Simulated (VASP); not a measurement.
Runs of VASP 6.6.1 on BaTe. The structure is that of space group Pm-3m (No. 221), or close to it. The cells are those of the table. 

| level | potentials or basis | cell | gap on the mesh (eV) | pressure (GPa) |
| --- | --- | --- | --- | --- |
| PBEsol | VASP PAW PBE potentials, release 64 (Ba_sv, Te) | a = 6.001, b = 6.001, c = 4.244 Å, 4 atoms | 0.68 | -1.4 |
| PBE | VASP PAW PBE potentials, release 64 (Ba_sv, Te) | a = 6.080, b = 6.080, c = 4.299 Å, 4 atoms | 0.85 | -0.8 |
| PBE | VASP PAW PBE potentials, release 64 (Ba_sv, Te) | a = 6.041, b = 6.041, c = 4.272 Å, 4 atoms | (a) | -0.2 |
| PBE | VASP PAW PBE potentials, release 64 (Ba_sv, Te) | a = 6.001, b = 6.001, c = 4.244 Å, 4 atoms | 0.76 | (c) |
| LDA | VASP PAW LDA potentials, release 64 (Ba_sv, Te) | a = 6.001, b = 6.001, c = 4.244 Å, 4 atoms | (b) | -2.5 |

Alike in all rows: task single point; no spin polarisation; k mesh 6 × 6 × 8; cutoff (eV) 520; smearing gaussian 0.05 eV.

Fill in the values left out.

(a) 0.80; (b) 0.64; (c) 0.5.

Caveats: spin-orbit coupling is left out, which moves the levels of the heavy elements; the PAW data sets were made with another functional, which shifts forces and pressure a little (at least some runs).

A k mesh can miss the band edges, and the runs leave out spin-orbit coupling on Ba, Te.
